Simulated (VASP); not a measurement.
# TiSi6Mo (Amm2) in VASP: a series of runs

TiSi6Mo is run at these levels: PBE; tasks: single point.

Program: VASP 6.6.1. These are calculated values, not measurements. Logs are shortened: lines on timing, memory, paths and dates and some standing lists are left out, and cuts for length are marked.

## (1) The cell of the first run

Symmetry: Amm2, No. 38, orthorhombic system. The conventional cell has a = 3.892 Å, b = 3.441 Å, c = 17.531 Å, α = 90.00°, β = 90.00°, γ = 90.00°. Within 3.5 Å of Ti (site symmetry mm2) lie 10 Si at 2.59 to 2.76 Å and 2 Mo at 3.41 Å and 2 Ti at 3.44 Å. Si (site symmetry mm2) has 13 Si at 2.39 to 3.44 Å and 2 Ti at 2.59 Å within 3.5 Å. Within 3.2 Å of Si (site symmetry mm2) lie 7 Si at 2.39 to 2.85 Å and 2 Mo at 2.55 Å. Within 3.2 Å of Si (site symmetry mm2) lie 7 Si at 2.34 to 3.15 Å and 2 Mo at 2.52 Å. Within 3.1 Å of Si (site symmetry mm2) lie 7 Si at 2.34 to 2.97 Å and 2 Ti at 2.64 Å. Si (site symmetry mm2) has 6 Si at 2.47 to 3.15 Å and 4 Mo at 2.67 Å and 2 Ti at 2.76 Å within 3.3 Å. Si (site symmetry mm2) has 6 Si at 2.47 to 3.23 Å and 4 Ti at 2.68 Å and 2 Mo at 2.76 Å within 3.3 Å. Mo (site symmetry mm2) has 10 Si at 2.52 to 2.76 Å and 2 Ti at 3.41 Å and 2 Mo at 3.44 Å within 3.5 Å.

## (2) Single point, PBE

The input, INCAR:

```
PREC = Accurate
ENCUT = 520
EDIFF = 1E-6
ISMEAR = 0
SIGMA = 0.2
LREAL = F
LASPH = T
NELM = 100
ALGO = Normal
ISIF = 2
LWAVE = F
LCHARG = T
GGA = PE
LELF = T
LVHAR = T
NBANDS = 35
```

The input, KPOINTS:

```
Automatic mesh
0
Gamma
  5 5 5
```

The input, POSCAR:

```
TiSi6Mo
1.0
    3.8920774687      0.0000000000      0.0000000000
    0.0000000000      1.7202813673      8.7656435054
    0.0000000000     -1.7202813673      8.7656435054
Ti Si Mo
1 6 1
Direct
    0.0000000000      0.0780815732      0.0780815732
    0.0000000000      0.6887459492      0.6887459492
    0.0000000000      0.8249682828      0.8249682828
    0.5000000000      0.3133572126      0.3133572126
    0.5000000000      0.1798786187      0.1798786187
    0.0000000000      0.4546796950      0.4546796950
    0.5000000000      0.5415881635      0.5415881635
    0.5000000000      0.9187005049      0.9187005049
```

Potentials or basis: VASP PAW PBE potentials, release 64 (Ti_sv, Si, Mo_sv).

Launch:

```bash
cat potpaw_PBE.64/Ti_sv/POTCAR potpaw_PBE.64/Si/POTCAR potpaw_PBE.64/Mo_sv/POTCAR > POTCAR
mpirun -np 1 vasp_std > vasp.out
```

OUTCAR:

```text
PREC = Accurate
   ENCUT = 520
   EDIFF = 1E-6
   ISMEAR = 0
   LREAL = F
   LASPH = T
   NELM = 100
   ISIF = 2
   GGA = PE

 ion  position               nearest neighbor table
   1  0.000  0.078  0.078-   2 2.59   2 2.59   5 2.64   5 2.64   7 2.68   7 2.68   7 2.68   7 2.68
                             6 2.76   6 2.76
   2  0.000  0.689  0.689-   3 2.39   1 2.59   1 2.59   5 2.60   5 2.60   5 2.60   5 2.60
   3  0.000  0.825  0.825-   2 2.39   8 2.55   8 2.55   4 2.61   4 2.61   4 2.61   4 2.61   6 2.85
                             6 2.85
   4  0.500  0.313  0.313-   5 2.34   8 2.52   8 2.52   3 2.61   3 2.61   3 2.61   3 2.61
   5  0.500  0.180  0.180-   4 2.34   2 2.60   2 2.60   2 2.60   2 2.60   1 2.64   1 2.64   7 2.97
                             7 2.97
   6  0.000  0.455  0.455-   7 2.47   7 2.47   8 2.67   8 2.67   8 2.67   8 2.67   1 2.76   1 2.76
                             3 2.85   3 2.85
   7  0.500  0.542  0.542-   6 2.47   6 2.47   1 2.68   1 2.68   1 2.68   1 2.68   8 2.76   8 2.76
                             5 2.97   5 2.97
   8  0.500  0.919  0.919-   4 2.52   4 2.52   3 2.55   3 2.55   6 2.67   6 2.67   6 2.67   6 2.67
                             7 2.76   7 2.76

  LATTYP: Found a base centered orthorhombic cell.
 ALAT       =     3.4405627346
 B/A-ratio  =     5.0954708178
 C/A-ratio  =     1.1312328154

  Lattice vectors:

 A1 = (   0.0000000000,   1.7202813673,  -8.7656435054)
 A2 = (   0.0000000000,   1.7202813673,   8.7656435054)
 A3 = (   3.8920774687,   0.0000000000,   0.0000000000)

Analysis of symmetry for initial positions (statically):
=====================================================================
 Subroutine PRICEL returns:
 Original cell was already a primitive cell.

 Routine SETGRP: Setting up the symmetry group for a
 base centered orthorhombic supercell.

 Subroutine GETGRP returns: Found  4 space group operations
 (whereof  4 operations were pure point group operations)
 out of a pool of  8 trial point group operations.

The static configuration has the point symmetry C_2v.

Analysis of symmetry for dynamics (positions and initial velocities):
=====================================================================
 Subroutine PRICEL returns:
 Original cell was already a primitive cell.

 Routine SETGRP: Setting up the symmetry group for a
 base centered orthorhombic supercell.

 Subroutine GETGRP returns: Found  4 space group operations
 (whereof  4 operations were pure point group operations)
 out of a pool of  8 trial point group operations.

The dynamic configuration has the point symmetry C_2v.

 Subroutine INISYM returns: Found  4 space group operations
 (whereof  4 operations are pure point group operations),
 and found     1 'primitive' translations

----------------------------------------------------------------------------------------

                                     Primitive cell

  volume of cell :     117.3802

  direct lattice vectors                    reciprocal lattice vectors
     3.892077469  0.000000000  0.000000000     0.256932193  0.000000000  0.000000000
     0.000000000  1.720281367  8.765643505     0.000000000  0.290650128  0.057040878
     0.000000000 -1.720281367  8.765643505     0.000000000 -0.290650128  0.057040878

  length of vectors
     3.892077469  8.932853634  8.932853634     0.256932193  0.296194461  0.296194461

  position of ions in fractional coordinates (direct lattice)
     0.000000000  0.078081573  0.078081573
     0.000000000  0.688745949  0.688745949
     0.000000000  0.824968283  0.824968283
     0.500000000  0.313357213  0.313357213
     0.500000000  0.179878619  0.179878619
     0.000000000  0.454679695  0.454679695
     0.500000000  0.541588164  0.541588164
     0.500000000  0.918700505  0.918700505

  ion indices of the primitive-cell ions
   primitive index   ion index
                 1           1
                 2           2
                 3           3
                 4           4
                 5           5
                 6           6
                 7           7
                 8           8

----------------------------------------------------------------------------------------

 KPOINTS: Automatic mesh

Automatic generation of k-mesh.
 Grid dimensions read from file:
 generate k-points for:    5    5    5

 Generating k-lattice:

  Cartesian coordinates                     Fractional coordinates (reciprocal lattice)
     0.051386439  0.000000000  0.000000000     0.200000000  0.000000000  0.000000000
     0.000000000  0.058130026  0.011408176     0.000000000  0.200000000  0.000000000
     0.000000000 -0.058130026  0.011408176     0.000000000  0.000000000  0.200000000

  Length of vectors
     0.051386439  0.059238892  0.059238892

  Shift w.r.t. Gamma in fractional coordinates (k-lattice)
     0.000000000  0.000000000  0.000000000

 Subroutine IBZKPT returns following result:
 ===========================================

 Found     27 irreducible k-points:

 Following reciprocal coordinates:
            Coordinates               Weight
  0.000000  0.000000  0.000000      1.000000
  0.200000  0.000000  0.000000      2.000000
  0.400000  0.000000  0.000000      2.000000
  0.000000  0.200000 -0.000000      4.000000
  0.200000  0.200000 -0.000000      8.000000
  0.400000  0.200000 -0.000000      8.000000
[... 16 lines left out ...]
  0.200000  0.400000  0.400000      4.000000
  0.400000  0.400000  0.400000      4.000000
 [... further k-points ...]
   k-points           NKPTS =     27   k-points in BZ     NKDIM =     27   number of bands    NBANDS=     35
   number of dos      NEDOS =    301   number of ions     NIONS =      8
   total plane-waves  NPLWV = 147000
   dimension x,y,z NGX =    30 NGY =   70 NGZ =   70
   dimension x,y,z NGXF=    60 NGYF=  140 NGZF=  140
   ions per type =               1   6   1
   NGX,Y,Z   is equivalent  to a cutoff of  12.81, 13.03, 13.03 a.u.
   NGXF,Y,Z  is equivalent  to a cutoff of  25.63, 26.05, 26.05 a.u.
 SYSTEM =  unknown system
   PREC   = accura    normal or accurate (medium, high low for compatibility)
   ISTART =      0    job   : 0-new  1-cont  2-samecut
   ICHARG =      2    charge: 1-file 2-atom 10-const
   ISPIN  =      1    spin polarized calculation?
   LNONCOLLINEAR =      F non collinear calculations
   LSORBIT =      F    spin-orbit coupling
   LASPH  =      T    aspherical Exc in radial PAW
   ENCUT  =  520.0 eV  38.22 Ry    6.18 a.u.   7.24 16.61 16.61*2*pi/ulx,y,z
   NELM   =    100;   NELMIN=  2; NELMDL= -5     # of ELM steps
   EDIFF  = 0.1E-05   stopping-criterion for ELM
   LREAL  =      F    real-space projection
   EDIFFG = 0.1E-04   stopping-criterion for IOM
   NSW    =      0    number of steps for IOM
   IBRION =     -1    ionic relax: 0-MD 1-quasi-New 2-CG
   NFREE  =      0    steps in history (QN), initial steepest desc. (CG)
   ISIF   =      2    stress and relaxation
   ISYM   =      2    0-nonsym 1-usesym 2-fastsym
   POTIM  = 0.5000    time-step for ionic-motion
   TEBEG  =    0.0;   TEEND  =   0.0 temperature during run
   PSTRESS=    0.0 pullay stress
   NELECT =      50.0000    total number of electrons
   NUPDOWN=      -1.0000    fix difference up-down
   EMIN   =  10.00;   EMAX   =-10.00  energy-range for DOS
   EFERMI =   0.00;   METHOD = LEGACY
   ISMEAR =     0;   SIGMA  =   0.20  broadening in eV -4-tet -1-fermi 0-gaus
   EFERMI_NEDOS =   21; number of points for ismear=-14 and -15
   IALGO  =     38    algorithm
   IMIX   =      4    mixing-type and parameters
     AMIX     =   0.40;   BMIX     =  1.00
     AMIX_MAG =   1.60;   BMIX_MAG =  1.00
  volume/ion in A,a.u.               =      14.67        99.02
  Fermi-wavevector in a.u.,A,eV,Ry     =   1.231780  2.327727 20.643884  1.517283
  Thomas-Fermi vector in A             =   2.366576
   LORBIT       =      0    0 simple, 1 ext, 2 COOP (PROOUT), +10 PAW based schemes
   GGA     = PE    functional components
   LHFCALC =     F    Hartree Fock is set to
   AEXX    =    0.0000 exact exchange contribution
   IVDW    =     0    specifies the selected vdW correction
   LEPSILON=     F    determine dielectric tensor
   LRPA    =     F    only Hartree local field effects (RPA)
 non-spin polarized calculation
 Gauss-broadening in eV      SIGMA  =   0.20
  energy-cutoff  :      520.00
  volume of cell :      117.38
 maximum number of plane-waves:      3192
 NGX is ok and might be reduce to    30
   NGX = 15   NGY = 33   NGZ = 33

 number of electron      49.9999997 magnetization

 Free energy of the ion-electron system (eV)
  ---------------------------------------------------
  ext. energy  EPLUGINS =         0.00000000
  ---------------------------------------------------
  free energy    TOTEN  =       -52.42790797 eV

  energy without entropy =      -52.37179702  energy(sigma->0) =      -52.39985249

 E-fermi :  10.5786     XC(G=0): -11.5434

 val. band max:       10.5377349955   @ k =   0.2000  -0.4000   0.4000
 cond. band min:      10.6328245010   @ k =   0.0000   0.4000   0.4000
 fundamental gap:      0.0950895055
 Fermi energy:        10.5786418302

 k-point     1 :       0.0000    0.0000    0.0000
  band No.  band energies     occupation
      1     -50.4442      2.00000
      2     -46.4034      2.00000
      3     -24.7055      2.00000
      4     -24.6729      2.00000
      5     -24.4428      2.00000
      6     -22.7561      2.00000
[... 27 lines left out ...]
     34      14.0064      0.00000
     35      14.2100      0.00000

 k-point     2 :       0.2000    0.0000    0.0000
  band No.  band energies     occupation
      1     -50.4437      2.00000
      2     -46.4030      2.00000
      3     -24.7041      2.00000
      4     -24.6720      2.00000
      5     -24.4564      2.00000
      6     -22.7653      2.00000
[... 27 lines left out ...]
     34      14.0028      0.00000
     35      14.0059      0.00000

 k-point     3 :       0.4000    0.0000    0.0000
  band No.  band energies     occupation
      1     -50.4430      2.00000
      2     -46.4024      2.00000
      3     -24.7017      2.00000
      4     -24.6705      2.00000
      5     -24.4785      2.00000
      6     -22.7803      2.00000
[... 27 lines left out ...]
     34      14.7051      0.00000
     35      14.8006      0.00000

 k-point     4 :       0.0000    0.2000   -0.0000
  band No.  band energies     occupation
      1     -50.4417      2.00000
      2     -46.4014      2.00000
      3     -24.7171      2.00000
      4     -24.7000      2.00000
      5     -24.4382      2.00000
      6     -22.7530      2.00000
[... 27 lines left out ...]
     34      14.0188      0.00000
     35      14.0925      0.00000

 k-point     5 :       0.2000    0.2000   -0.0000
  band No.  band energies     occupation
      1     -50.4413      2.00000
      2     -46.4010      2.00000
      3     -24.7158      2.00000
      4     -24.6986      2.00000
      5     -24.4515      2.00000
      6     -22.7619      2.00000
[... 638 lines left out ...]
 k-point    22 :       0.0000    0.4000    0.4000
  band No.  band energies     occupation
      1     -50.4442      2.00000
      2     -46.4034      2.00000
      3     -24.7055      2.00000
      4     -24.6729      2.00000
      5     -24.4428      2.00000
      6     -22.7561      2.00000
[... 27 lines left out ...]
     34      13.2008      0.00000
     35      13.7207      0.00000

 k-point    23 :       0.2000    0.4000    0.4000
  band No.  band energies     occupation
      1     -50.4437      2.00000
      2     -46.4030      2.00000
      3     -24.7041      2.00000
      4     -24.6720      2.00000
      5     -24.4564      2.00000
      6     -22.7653      2.00000
[... 27 lines left out ...]
     34      13.9838      0.00000
     35      14.7674      0.00000

 k-point    24 :       0.4000    0.4000    0.4000
  band No.  band energies     occupation
      1     -50.4430      2.00000
      2     -46.4024      2.00000
      3     -24.7017      2.00000
      4     -24.6705      2.00000
      5     -24.4785      2.00000
      6     -22.7803      2.00000
[... 27 lines left out ...]
     34      13.6441      0.00000
     35      13.9572      0.00000

 [... further k-points ...]
[... 5 lines left out ...]
  --------------------------------------------------------------------------------------
  -------------------------------------------------------------------------------------
  Total       -0.2299204     -0.2263994     -0.2458149      0.0000000      0.0000000      0.0000000
  in kB       -3.1382914     -3.0902316     -3.3552440      0.0000000      0.0000000      0.0000000
  external PRESSURE =      -3.1945890 kB  Pullay stress =       0.0000000 kB

 VOLUME and BASIS-vectors are now :
 -----------------------------------------------------------------------------
  energy-cutoff  :      520.00
  volume of cell :      117.38
      direct lattice vectors                 reciprocal lattice vectors
     3.892077469  0.000000000  0.000000000     0.256932193  0.000000000  0.000000000
     0.000000000  1.720281367  8.765643505     0.000000000  0.290650128  0.057040878
     0.000000000 -1.720281367  8.765643505     0.000000000 -0.290650128  0.057040878

 POSITION                                       TOTAL-FORCE (eV/Angst)
 -----------------------------------------------------------------------------------
      0.00000      0.00000      1.36887         0.000000      0.000000      0.000503
      0.00000      0.00000     12.07460         0.000000      0.000000     -0.010653
      0.00000      0.00000     14.46276         0.000000      0.000000      0.003519
      1.94604      0.00000      5.49356         0.000000      0.000000     -0.015156
      1.94604      0.00000      3.15350         0.000000      0.000000      0.012841
      0.00000      0.00000      7.97112         0.000000      0.000000      0.001567
      1.94604      0.00000      9.49474         0.000000      0.000000     -0.025040
      1.94604      0.00000     16.10600         0.000000      0.000000      0.032420
 -----------------------------------------------------------------------------------
    total drift:                                0.000000     -0.000000     -0.000542

  FREE ENERGIE OF THE ION-ELECTRON SYSTEM (eV)
  ---------------------------------------------------
  free  energy   TOTEN  =       -52.4279079714 eV

  energy  without entropy=      -52.3717970153  energy(sigma->0) =      -52.39985249
```

Wall time 2.4 min (1 thread of Intel Xeon 6975P-C (Granite Rapids), shared host); peak memory 0.42 GiB.

What came out:

```yaml
Free_energy: -52.4279 eV
Pressure: -0.3 GPa
Largest_force: 0.032 eV/Å
Band_gap_on_the_k_mesh: zero (bands 25 and 26 overlap by 0.90 eV)
```

Forces on the atoms (eV/Å):
```
Ti   0.000  0.000  0.001
Si   0.000  0.000 -0.011
Si   0.000  0.000  0.004
Si   0.000  0.000 -0.015
Si   0.000  0.000  0.013
Si   0.000  0.000  0.002
Si   0.000  0.000 -0.025
Mo   0.000  0.000  0.032
```

Caveat: the k points lie up to 0.37 Å⁻¹ apart, too coarse for converged energies and pressures of a metal.

## (3) Single point, PBE

This run uses another cell than the first one, of 14.63 Å³/atom.

The input, INCAR:

```
ALGO = Normal
EDIFF = 1E-6
ENCUT = 520
GGA = PE
ISIF = 2
ISMEAR = 0
LASPH = T
LCHARG = T
LELF = T
LREAL = F
LVHAR = T
LWAVE = F
NBANDS = 35
NELM = 100
PREC = Accurate
SIGMA = 0.2
```

The input, KPOINTS:

```
k-points
0
Gamma
  6 6 6
```

The input, POSCAR:

```
TiSi6Mo
1.0
    0.0000000000      3.4376241447      0.0000000000
    3.8998842239      0.0000000000      0.0000000000
    0.0000000000     -1.7188120724     -8.7316495864
Ti Si Mo
1 6 1
Direct
    0.0770692736      0.0000000000      0.1541385472
    0.6888024512      0.0000000000      0.3776049025
    0.8254200540      0.0000000000      0.6508401080
    0.3138028745      0.5000000000      0.6276057489
    0.1801034304      0.5000000000      0.3602068608
    0.4538605828      1.0000000000      0.9077211656
    0.5414612588      0.5000000000      0.0829225176
    0.9194800746      0.5000000000      0.8389601492
```

Potentials or basis: VASP PAW PBE potentials, release 64 (Ti_sv, Si, Mo_sv).

Launch:

```bash
cat potpaw_PBE.64/Ti_sv/POTCAR potpaw_PBE.64/Si/POTCAR potpaw_PBE.64/Mo_sv/POTCAR > POTCAR
mpirun -np 1 vasp_std > vasp.out
```

It took 1.8 min on 1 thread of Intel Xeon 6975P-C (Granite Rapids), shared host; peak memory 0.35 GiB.

Results (log left out):

* Free energy: -52.4386 eV
* Pressure: 0.0 GPa
* Largest force: 0.109 eV/Å
* Band gap on the k mesh: zero (bands 25 and 26 overlap by 0.91 eV)

Forces in eV/Å, atoms in the order of the input:
```
Ti   0.000  0.000 -0.037
Si   0.000  0.000 -0.019
Si   0.000  0.000  0.109
Si   0.000  0.000  0.045
Si   0.000  0.000 -0.017
Si   0.000  0.000 -0.026
Si   0.000  0.000 -0.047
Mo   0.000  0.000 -0.009
```

Stress tensor (GPa, compression positive):
```
-0.46  0.00  0.00
 0.00  0.32  0.00
 0.00  0.00  0.10
```

Levels at points of the mesh, in eV from the Fermi level:
| k point | band 21 | band 22 | band 23 | band 24 | band 25 | band 26 | band 27 | band 28 | band 29 | band 30 |
| --- | --- | --- | --- | --- | --- | --- | --- | --- | --- | --- |
| (0.00, 0.00, 0.00) | -2.12 | -1.97 | -1.01 | -0.89 | 0.54 | 0.57 | 0.61 | 1.06 | 1.22 | 1.33 |
| (0.50, 0.00, 0.00) | -2.16 | -1.76 | -1.73 | -0.65 | -0.23 | -0.21 | 0.07 | 0.14 | 0.54 | 1.01 |
| (0.00, 0.50, 0.00) | -1.10 | -0.86 | -0.55 | -0.32 | 0.26 | 0.60 | 0.75 | 0.86 | 0.92 | 1.35 |
| (0.50, 0.50, 0.00) | -3.13 | -3.05 | -2.60 | -2.57 | -0.27 | 0.94 | 1.07 | 1.48 | 1.49 | 1.85 |
| (0.00, 0.00, 0.50) | -2.28 | -1.85 | -1.48 | -0.89 | 0.11 | 0.61 | 0.71 | 1.14 | 1.65 | 1.93 |
| (0.00, 0.50, 0.50) | -1.38 | -0.80 | -0.78 | 0.05 | 0.13 | 0.60 | 0.84 | 1.06 | 1.55 | 1.69 |
